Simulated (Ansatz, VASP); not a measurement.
# Ni: VASP beside Ansatz

```xyz
1
Lattice="-1.3837 1.3837 1.3837 1.3837 -1.3837 1.3837 1.3837 1.3837 -1.3837" Properties=species:S:1:pos:R:3 pbc="T T T"
Ni    0.0000    0.0000    0.0000
```

Alike in both runs: task single point; functional PBEsol; k mesh 11 × 11 × 11; occupations fermi-dirac, width 0.05 eV; collinear spin; fixed moment 1.5 μB.

|  | VASP | Ansatz |
| --- | --- | --- |
| version | VASP 6.6.1 | Ansatz 0.2.0 |
| potentials or method | VASP PAW PBE potentials, release 64 (Ni_sv_GW) | Ansatz PAW |
| plane-wave cutoff (eV) | 690 | 420 |
| valence electrons in the cell | 18 | 18 |

|  | VASP | Ansatz | Ansatz less VASP |
| --- | --- | --- | --- |
| pressure (GPa) | 10.5 | 11.6 | +1.09 |
| net moment per atom (μB) | 1.50 | 1.50 | 0.000 |
| size of the moment on the site where the two differ most (μB) | 1.41 | 1.40 | -0.012 |

VASP's potentials were made for PBE, not for PBEsol. Site moments also hang on the region over which each program counts them. With one functional, cell and mesh, what is left measures potentials, basis and numerics.
